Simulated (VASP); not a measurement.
Set up this calculation in VASP 6.6.1, as the native input.

| Item | Value |
| --- | --- |
| Task | single point |
| Functional | LDA |
| Potentials or basis | VASP PAW LDA potentials, release 64 (Sn_d, Te) |
| Cutoff | 520 eV |
| k mesh | 10 × 10 × 10 |
| Occupations | gaussian, width 0.03 eV |
| Spin | no spin polarisation |
| Dipole correction | no |
| Further INCAR settings | ALGO = Normal; EDIFF = 1e-07; NBANDS = 17 |

The structure of SnTe lies in POSCAR:

```
SnTe
1.0
    0.0000000000      3.0457404333      3.2641954759
    3.0457404333      0.0000000000      3.2641954759
    3.0457404333      3.0457404333      0.0000000000
Sn Te
1 1
Direct
    0.0272561802     -0.0272561802     -0.0272561802
    0.4746427810      0.5253572190      0.5253572190
```

This cell differs from its parent crystal: mode 4 frozen in at -0.170 Å, strain +e along z and -e/2 along x and y +0.0467.

These files were run (other wordings do the same):

INCAR

```
SYSTEM = SnTe
  ALGO = Normal
  EDIFF = 1E-7
  ENCUT = 520
  GGA = CA
  ISIF = 2
  ISMEAR = 0
  LASPH = .True.
  LCHARG = .False.
  LREAL = .False.
  LWAVE = .False.
  NBANDS = 17
  NELM = 60
  PREC = Accurate
  SIGMA = 0.03
```

KPOINTS

```
k-points
0
Gamma
  10 10 10
  0 0 0
```

Potentials or basis: VASP PAW LDA potentials, release 64 (Sn_d, Te).

Launch:

```bash
$ cat potpaw_LDA.64/Sn_d/POTCAR potpaw_LDA.64/Te/POTCAR > POTCAR
$ mpirun -np 1 vasp_std > vasp.out
```

It gave:

```json
{
  "Pressure": "2.7 GPa",
  "Largest force": "1.028 eV/Å",
  "Band gap on the k mesh": "0.35 eV, indirect (least direct gap 0.58 eV)"
}
```

Caveat: the cell differs from its parent crystal (mode 4 frozen in at -0.170 Å, strain +e along z and -e/2 along x and y +0.0467); spin-orbit coupling is left out, which moves the levels of the heavy elements; forces of over 1 eV/Å act on the atoms, so gaps and moduli don't describe the material at rest.

Wall time 61 s on 1 thread of Intel(R) Xeon(R) 6975P-C (Granite Rapids) (shared host), peak memory 0.3 GiB.
